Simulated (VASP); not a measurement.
# Rb (Im-3m) in VASP: further runs, part 2 of 2

VASP 6.6.1. The steps go on from the part before.

## Step 4: Single point, LDA

Contents of INCAR:

```
PREC = Accurate
ENCUT = 520
EDIFF = 1E-6
ISMEAR = 0
SIGMA = 0.6
LREAL = False
LASPH = True
NELM = 80
ALGO = Normal
ISIF = 2
LWAVE = False
LCHARG = False
GGA = CA
NBANDS = 10
```

Contents of KPOINTS:

```
regular mesh
0
Gamma
  8 8 8
```

Contents of POSCAR:

```
Rb
1.0
   -2.6859640533      2.6859640533      2.6859640533
    2.6859640533     -2.6859640533      2.6859640533
    2.6859640533      2.6859640533     -2.6859640533
Rb
1
Direct
    0.0000000000      0.0000000000      0.0000000000
```

Potentials or basis: VASP PAW LDA potentials, release 64 (Rb_sv).

On the command line:

```console
$ cat potpaw_LDA.64/Rb_sv/POTCAR > POTCAR
$ mpirun -np 1 vasp_std > vasp.out
```

OUTCAR:

```text
PREC = Accurate
   ENCUT = 520
   EDIFF = 1E-6
   ISMEAR = 0
   LREAL = False
   LASPH = True
   NELM = 80
   ISIF = 2
   GGA = CA

 ion  position               nearest neighbor table
   1  0.000  0.000  0.000-

  LATTYP: Found a body centered cubic cell.
 ALAT       =     5.3719281066

  Lattice vectors:

 A1 = (  -2.6859640533,   2.6859640533,   2.6859640533)
 A2 = (   2.6859640533,  -2.6859640533,   2.6859640533)
 A3 = (   2.6859640533,   2.6859640533,  -2.6859640533)

Analysis of symmetry for initial positions (statically):
=====================================================================
 Subroutine PRICEL returns:
 Original cell was already a primitive cell.

 Routine SETGRP: Setting up the symmetry group for a
 body centered cubic supercell.

 Subroutine GETGRP returns: Found 48 space group operations
 (whereof 48 operations were pure point group operations)
 out of a pool of 48 trial point group operations.

The static configuration has the point symmetry O_h .

Analysis of symmetry for dynamics (positions and initial velocities):
=====================================================================
 Subroutine PRICEL returns:
 Original cell was already a primitive cell.

 Routine SETGRP: Setting up the symmetry group for a
 body centered cubic supercell.

 Subroutine GETGRP returns: Found 48 space group operations
 (whereof 48 operations were pure point group operations)
 out of a pool of 48 trial point group operations.

The dynamic configuration has the point symmetry O_h .

 Subroutine INISYM returns: Found 48 space group operations
 (whereof 48 operations are pure point group operations),
 and found     1 'primitive' translations

----------------------------------------------------------------------------------------

                                     Primitive cell

  volume of cell :      77.5105

  direct lattice vectors                    reciprocal lattice vectors
    -2.685964053  2.685964053  2.685964053     0.000000000  0.186152901  0.186152901
     2.685964053 -2.685964053  2.685964053     0.186152901  0.000000000  0.186152901
     2.685964053  2.685964053 -2.685964053     0.186152901  0.186152901  0.000000000

  length of vectors
     4.652226208  4.652226208  4.652226208     0.263259957  0.263259957  0.263259957

  position of ions in fractional coordinates (direct lattice)
     0.000000000  0.000000000  0.000000000

  ion indices of the primitive-cell ions
   primitive index   ion index
                 1           1

----------------------------------------------------------------------------------------

 KPOINTS: regular mesh

Automatic generation of k-mesh.
 Grid dimensions read from file:
 generate k-points for:    8    8    8

 Generating k-lattice:

  Cartesian coordinates                     Fractional coordinates (reciprocal lattice)
     0.000000000  0.023269113  0.023269113     0.125000000  0.000000000  0.000000000
     0.023269113  0.000000000  0.023269113     0.000000000  0.125000000  0.000000000
     0.023269113  0.023269113  0.000000000     0.000000000  0.000000000  0.125000000

  Length of vectors
     0.032907495  0.032907495  0.032907495

  Shift w.r.t. Gamma in fractional coordinates (k-lattice)
     0.000000000  0.000000000  0.000000000

 Subroutine IBZKPT returns following result:
 ===========================================

 Found     29 irreducible k-points:

 Following reciprocal coordinates:
            Coordinates               Weight
  0.000000  0.000000  0.000000      1.000000
  0.125000  0.000000  0.000000     12.000000
  0.250000  0.000000  0.000000     12.000000
  0.375000  0.000000  0.000000     12.000000
  0.500000  0.000000  0.000000      6.000000
  0.125000  0.125000  0.000000     24.000000
[... 16 lines left out ...]
 -0.250000  0.250000  0.250000      6.000000
 -0.375000  0.375000  0.250000     24.000000
 [... further k-points ...]
   k-points           NKPTS =     29   k-points in BZ     NKDIM =     29   number of bands    NBANDS=     10
   number of dos      NEDOS =    301   number of ions     NIONS =      1
   total plane-waves  NPLWV =  46656
   dimension x,y,z NGX =    36 NGY =   36 NGZ =   36
   dimension x,y,z NGXF=    72 NGYF=   72 NGZF=   72
   ions per type =               1
   NGX,Y,Z   is equivalent  to a cutoff of  12.86, 12.86, 12.86 a.u.
   NGXF,Y,Z  is equivalent  to a cutoff of  25.73, 25.73, 25.73 a.u.
 SYSTEM =  unknown system
   PREC   = accura    normal or accurate (medium, high low for compatibility)
   ISTART =      0    job   : 0-new  1-cont  2-samecut
   ICHARG =      2    charge: 1-file 2-atom 10-const
   ISPIN  =      1    spin polarized calculation?
   LNONCOLLINEAR =      F non collinear calculations
   LSORBIT =      F    spin-orbit coupling
   LASPH  =      T    aspherical Exc in radial PAW
   ENCUT  =  520.0 eV  38.22 Ry    6.18 a.u.   8.65  8.65  8.65*2*pi/ulx,y,z
   NELM   =     80;   NELMIN=  2; NELMDL= -5     # of ELM steps
   EDIFF  = 0.1E-05   stopping-criterion for ELM
   LREAL  =      F    real-space projection
   EDIFFG = 0.1E-04   stopping-criterion for IOM
   NSW    =      0    number of steps for IOM
   IBRION =     -1    ionic relax: 0-MD 1-quasi-New 2-CG
   NFREE  =      0    steps in history (QN), initial steepest desc. (CG)
   ISIF   =      2    stress and relaxation
   ISYM   =      2    0-nonsym 1-usesym 2-fastsym
   POTIM  = 0.5000    time-step for ionic-motion
   TEBEG  =    0.0;   TEEND  =   0.0 temperature during run
   PSTRESS=    0.0 pullay stress
   NELECT =       9.0000    total number of electrons
   NUPDOWN=      -1.0000    fix difference up-down
   EMIN   =  10.00;   EMAX   =-10.00  energy-range for DOS
   EFERMI =   0.00;   METHOD = LEGACY
   ISMEAR =     0;   SIGMA  =   0.60  broadening in eV -4-tet -1-fermi 0-gaus
   EFERMI_NEDOS =   21; number of points for ismear=-14 and -15
   IALGO  =     38    algorithm
   IMIX   =      4    mixing-type and parameters
     AMIX     =   0.40;   BMIX     =  1.00
     AMIX_MAG =   1.60;   BMIX_MAG =  1.00
  volume/ion in A,a.u.               =      77.51       523.07
  Fermi-wavevector in a.u.,A,eV,Ry     =   0.798673  1.509272  8.678857  0.637878
  Thomas-Fermi vector in A             =   1.905629
   LORBIT       =      0    0 simple, 1 ext, 2 COOP (PROOUT), +10 PAW based schemes
   GGA     = CA    functional components
   LHFCALC =     F    Hartree Fock is set to
   AEXX    =    0.0000 exact exchange contribution
   IVDW    =     0    specifies the selected vdW correction
   LEPSILON=     F    determine dielectric tensor
   LRPA    =     F    only Hartree local field effects (RPA)
 non-spin polarized calculation
 Gauss-broadening in eV      SIGMA  =   0.60
  energy-cutoff  :      520.00
  volume of cell :       77.51
 maximum number of plane-waves:      2112
   NGX = 17   NGY = 17   NGZ = 17

 number of electron       9.0000000 magnetization

 Free energy of the ion-electron system (eV)
  ---------------------------------------------------
  ext. energy  EPLUGINS =         0.00000000
  ---------------------------------------------------
  free energy    TOTEN  =        -1.13770474 eV

  energy without entropy =       -0.98695707  energy(sigma->0) =       -1.06233091

 E-fermi :   0.1264     XC(G=0):  -6.1015

 val. band max:        0.0098692129   @ k =   0.2500   0.1250   0.1250
 cond. band min:       0.1605624233   @ k =   0.2500   0.2500   0.0000
 fundamental gap:      0.1506932103
 Fermi energy:         0.1264277129

 k-point     1 :       0.0000    0.0000    0.0000
  band No.  band energies     occupation
      1     -28.5499      2.00000
      2     -12.6283      2.00000
      3     -12.6283      2.00000
      4     -12.6283      2.00000
      5      -2.0396      2.00000
      6       3.8854      0.00000
      7       3.8854      0.00000
      8       3.8854      0.00000
      9       4.9842      0.00000
     10       4.9842      0.00000

 k-point     2 :       0.1250    0.0000    0.0000
  band No.  band energies     occupation
      1     -28.5485      2.00000
      2     -12.6542      2.00000
      3     -12.6365      2.00000
      4     -12.6284      2.00000
      5      -1.8248      2.00000
      6       3.5803      0.00000
      7       3.6329      0.00000
      8       4.0926      0.00000
      9       4.7005      0.00000
     10       4.9301      0.00000
[... 274 lines left out ...]
 k-point    24 :      -0.3750    0.3750    0.2500
  band No.  band energies     occupation
      1     -28.5381      2.00000
      2     -12.7551      2.00000
      3     -12.7075      2.00000
      4     -12.6912      2.00000
      5       0.3030      0.67724
      6       1.8485      0.00005
      7       3.2596      0.00000
      8       3.2772      0.00000
      9       4.4313      0.00000
     10       5.6005      0.00000

 [... further k-points ...]
[... 5 lines left out ...]
  --------------------------------------------------------------------------------------
  -------------------------------------------------------------------------------------
  Total        0.0154508      0.0154508      0.0154508      0.0000000      0.0000000      0.0000000
  in kB        0.3193743      0.3193743      0.3193743      0.0000000      0.0000000      0.0000000
  external PRESSURE =       0.3193743 kB  Pullay stress =       0.0000000 kB

 VOLUME and BASIS-vectors are now :
 -----------------------------------------------------------------------------
  energy-cutoff  :      520.00
  volume of cell :       77.51
      direct lattice vectors                 reciprocal lattice vectors
    -2.685964053  2.685964053  2.685964053     0.000000000  0.186152901  0.186152901
     2.685964053 -2.685964053  2.685964053     0.186152901  0.000000000  0.186152901
     2.685964053  2.685964053 -2.685964053     0.186152901  0.186152901  0.000000000

 POSITION                                       TOTAL-FORCE (eV/Angst)
 -----------------------------------------------------------------------------------
      0.00000      0.00000      0.00000         0.000000      0.000000     -0.000000
 -----------------------------------------------------------------------------------
    total drift:                               -0.000000      0.000000      0.000000

  FREE ENERGIE OF THE ION-ELECTRON SYSTEM (eV)
  ---------------------------------------------------
  free  energy   TOTEN  =        -1.1377047435 eV

  energy  without entropy=       -0.9869570693  energy(sigma->0) =       -1.06233091
```

stdout:

```text
POSCAR found type information on POSCAR Rb
 POSCAR found :  1 types and       1 ions
 scaLAPACK will be used
 LDA part: xc-table for (Slater(with rela. corr.)+CA(PZ))
 , standard interpolation
 POSCAR, INCAR and KPOINTS ok, starting setup
 FFT: planning ... GRIDC
 FFT: planning ... GRID_SOFT
 FFT: planning ... GRID
 WAVECAR not read
 entering main loop
```

It took 15 s on 1 thread of Intel Xeon 6975P-C, shared host; peak memory 0.17 GiB.

What came out:

```yaml
Free_energy: -1.1377 eV
Pressure: 0.0 GPa
```

## Step 5: Single point, LDA

Contents of INCAR:

```
PREC = Accurate ; ENCUT = 520
EDIFF = 1E-6 ; ISMEAR = 0
SIGMA = 1.0 ; LREAL = False
LASPH = True ; NELM = 60
ALGO = Normal ; ISIF = 2
LWAVE = False ; LCHARG = False
NBANDS = 10
```

Contents of KPOINTS:

```
Automatic mesh
0
Gamma
  8 8 8
```

POSCAR is that of step 4.

On the command line:

```console
$ cat potpaw_LDA.64/Rb_sv/POTCAR > POTCAR
$ mpirun -np 1 vasp_std > vasp.out
```

It took 17 s on 1 thread of Intel Xeon 6975P-C, shared host; peak memory 0.17 GiB.

It converged, with:

```
Free energy : -1.2698 eV
Pressure    : 0.1 GPa
```

Levels at points of the mesh, in eV from the Fermi level:
```tsv
k point	band 1	band 2	band 3	band 4	band 5	band 6	band 7	band 8
(0.00, 0.00, 0.00)	-28.60	-12.67	-12.67	-12.67	-2.09	3.84	3.84	3.84
(0.50, 0.00, 0.00)	-28.59	-12.84	-12.73	-12.67	0.27	1.09	2.66	4.61
(0.50, 0.50, 0.50)	-28.58	-12.79	-12.79	-12.79	1.26	1.26	3.81	3.81
```

## Step 6: The runs side by side

| smearing | gap on the mesh (eV) | pressure (GPa) |
| --- | --- | --- |
| gaussian 0.2 eV | none | 0.0 |
| gaussian 0.3 eV | none | 0.0 |
| gaussian 0.6 eV | none | 0.0 |
| gaussian 1 eV | none | 0.1 |

Alike in all rows: task single point; level LDA; potentials or basis VASP PAW LDA potentials, release 64 (Rb_sv); no spin polarisation; cell as given; k mesh 8 × 8 × 8; cutoff (eV) 520.

Every run on the cell as given and a fine mesh finds a metal.

Total energies depend on the potentials used, so only differences within one code and one set of settings carry meaning.
